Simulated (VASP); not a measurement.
# WC: single point with r2SCAN

WC:

```xyz
16
Lattice="0.0000 4.3854 4.3854 4.3854 0.0000 4.3854 4.3854 4.3854 0.0000" Properties=species:S:1:pos:R:3 pbc="T T T"
W     0.0000    0.0000    0.0000
W     2.1927    2.1927    0.0000
W     2.1927    0.0000    2.1927
W     4.3854    2.1927    2.1927
W     0.0000    2.1927    2.1927
W     2.1927    4.3854    2.1927
W     2.1927    2.1927    4.3854
W     4.3854    4.3854    4.3854
C     2.1927    2.1927    2.1927
C     4.3854    4.3854    2.1927
C     4.3854    2.1927    4.3854
C     6.5781    4.3854    4.3854
C     2.1927    4.3854    4.3854
C     4.3854    6.5781    4.3854
C     4.3854    4.3854    6.5781
C     6.5781    6.5781    6.5781
```

```yaml
Program: VASP 6.6.1
Task: single point
Functional: r2SCAN
Potentials_or_basis: VASP PAW PBE potentials, release 64 (W_sv, C)
Cutoff: 660 eV
k_mesh: 3 × 3 × 3
Occupations: fermi-dirac, width 0.15 eV
Spin: no spin polarisation
```

* Pressure: -2.5 GPa
* Band gap on the k mesh: zero (bands 72 and 73 overlap by 0.63 eV)

Levels at points of the mesh, in eV from the Fermi level:
| k point | band 68 | band 69 | band 70 | band 71 | band 72 | band 73 | band 74 | band 75 | band 76 | band 77 |
| --- | --- | --- | --- | --- | --- | --- | --- | --- | --- | --- |
| (0.00, 0.00, 0.00) | -1.15 | -1.15 | -1.15 | -1.01 | -1.01 | 0.87 | 0.87 | 0.87 | 1.10 | 1.10 |

Run time: 5.3 min on 1 thread of Intel(R) Xeon(R) 6975P-C (Granite Rapids) (shared host), peak memory 0.44 GiB.

Caveat: the k points lie up to 0.41 Å⁻¹ apart, too coarse for converged energies and pressures of a metal; the PAW data sets were made with another functional, which shifts forces and pressure a little; spin-orbit coupling is left out, which moves the levels of the heavy elements.
